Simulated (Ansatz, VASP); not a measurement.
TiAl3: VASP beside Ansatz

Contents of INCAR:

```
PREC = Accurate
ENCUT = 520
EDIFF = 1E-6
ISMEAR = 0
SIGMA = 0.15
LREAL = False
LASPH = True
NELM = 60
ALGO = Fast
ISIF = 2
LWAVE = False
LCHARG = False
GGA = CA
NBANDS = 18
```

File KPOINTS:

```
Automatic mesh
0
Gamma
  14 14 14
```

Contents of POSCAR:

```
TiAl3
1.0
   -1.7508520545      1.8893407300      4.2417642881
    1.7508520545     -1.8893407300      4.2417642881
    1.7508520545      1.8893407300     -4.2417642881
Ti Al
1 3
Direct
    0.0000000000      0.0000000000      0.0000000000
    0.5000000000      0.5000000000      0.0000000000
    0.7500000000      0.2500000000      0.5000000000
    0.2500000000      0.7500000000      0.5000000000
```

Input for Ansatz:

```yaml
crystal:
  lattice:
    - [-1.7508520545, 1.88934073, 4.2417642881]
    - [1.7508520545, -1.88934073, 4.2417642881]
    - [1.7508520545, 1.88934073, -4.2417642881]
  atoms:
    - { symbol: Ti, position: [0.0, 0.0, 0.0] }
    - { symbol: Al, position: [0.5, 0.5, 0.0] }
    - { symbol: Al, position: [0.75, 0.25, 0.5] }
    - { symbol: Al, position: [0.25, 0.75, 0.5] }
basis:
  ecutwfc: 520.0
kpoints:
  mp_grid: { grid: [14, 14, 14] }
hamiltonian:
  xc: lda
  pseudopotentials: { kind: paw, azcp: { folder: soft_1 } }
scf:
  occupations: { method: gaussian, width: 0.15 }
output:
  forces: true
  stress: true
  eigenvalues: true
```

Change from the starting cell: normal strain along x -0.0733, normal strain along y +0.0000.

Alike in both runs: task single point; functional LDA; k mesh 14 × 14 × 14; occupations gaussian, width 0.15 eV; no spin polarisation.

|  | VASP | Ansatz |
| --- | --- | --- |
| version | VASP 6.6.1 | Ansatz 0.2.0 |
| potentials or method | VASP PAW LDA potentials, release 64 (Ti_sv, Al), cutoff 520 eV | scalar-relativistic, plane waves, PAW |
| valence electrons in the cell | 21 | 21 |

|  | VASP | Ansatz | Ansatz less VASP |
| --- | --- | --- | --- |
| gap on the k mesh at the Fermi level (eV) | none | none | - |
| pressure (GPa) | 10.9 | 10.7 | -0.22 |
| traceless stress, the component that is largest in VASP (GPa) | 6.70 | 6.69 | -0.010 |
| rms of the force components (eV/Å) | 0.023 | 0.023 | -0.0001 |

Ansatz warns that its potentials were made for another functional, while VASP's fit it. LDA's correlation is that of Perdew and Zunger in VASP and of Perdew and Wang (1992) in Ansatz. Atom by atom the forces differ by 0.000 eV/Å (rms over components). A gap of «none» marks a metal or a gap that the smearing closes.
